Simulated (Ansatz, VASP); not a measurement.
**One calculation of Bi, two programs**

```
Bi
1.0
    -1.63529    2.21245    1.92387
     1.63529   -2.21245    1.92387
     1.63529    2.21245   -1.92387
Bi
1
Direct
  0.00000 0.00000 0.00000
```

Change from the starting cell: strain +e along x and -e along y -0.1500, strain +e along z and -e/2 along x and y +0.0000.

Alike in both runs: task single point; functional PBEsol; dispersion D3(BJ); k mesh 16 × 16 × 16; occupations gaussian, width 0.15 eV; no spin polarisation.

```csv
,VASP,Ansatz
version,VASP 6.6.1,Ansatz 0.2.0
potentials or method,"VASP PAW PBE potentials, release 64 (Bi_d), cutoff 520 eV","scalar-relativistic, plane waves, PAW"
valence electrons in the cell,15,15
```

```csv
,VASP,Ansatz,Ansatz less VASP
gap on the k mesh at the Fermi level (eV),none,none,-
pressure (GPa),3.0,3.1,+0.07
"traceless stress, the component that is largest in VASP (GPa)",2.44,2.44,+0.007
```

VASP's potentials were made for PBE, not for PBEsol. A gap of «none» marks a metal or a gap that the smearing closes.

Spin-orbit coupling is off throughout.
